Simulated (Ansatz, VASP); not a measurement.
SnPb3S4 in VASP and in Ansatz

```
Sn Pb S
1.0
     0.00000    5.96206    4.25649
     4.24765    0.00000    4.25649
     4.24765    5.96206    0.00000
Sn Pb S
1 3 4
Cartesian
  4.2477 5.9621 4.1062
  6.3715 8.9431 6.3212
  2.1238 2.9810 2.0648
  4.2477 5.9621 8.4485
  2.2564 5.9621 2.2703
  4.2477 3.0073 4.2821
  6.2389 5.9621 2.2703
  4.2477 8.9168 4.2821
```

Change from the starting cell: the structure that the rattled cell fell into.

Alike in both runs: task single point; functional PBE; k mesh 4 × 4 × 4; occupations gaussian, width 0.1 eV; no spin polarisation.

```csv
,VASP,Ansatz
version,VASP 6.6.1,Ansatz 0.2.0
potentials or method,"VASP PAW PBE potentials, release 64 (Sn_d, Pb_d, S), cutoff 520 eV","scalar-relativistic, plane waves, PAW"
valence electrons in the cell,80,80
```

|  | VASP | Ansatz | Ansatz less VASP |
| --- | --- | --- | --- |
| gap on the k mesh at the Fermi level (eV) | 0.08 | 0.08 | +0.004 |
| least direct gap on the mesh (eV) | 0.08 | 0.08 | +0.004 |
| pressure (GPa) | 0.0 | 0.0 | +0.06 |
| traceless stress, the component that is largest in VASP (GPa) | 0.05 | 0.05 | -0.001 |
| rms of the force components (eV/Å) | 0.004 | 0.005 | +0.0006 |

Atom by atom the forces differ by 0.002 eV/Å (rms over components).

Spin-orbit coupling is off throughout.
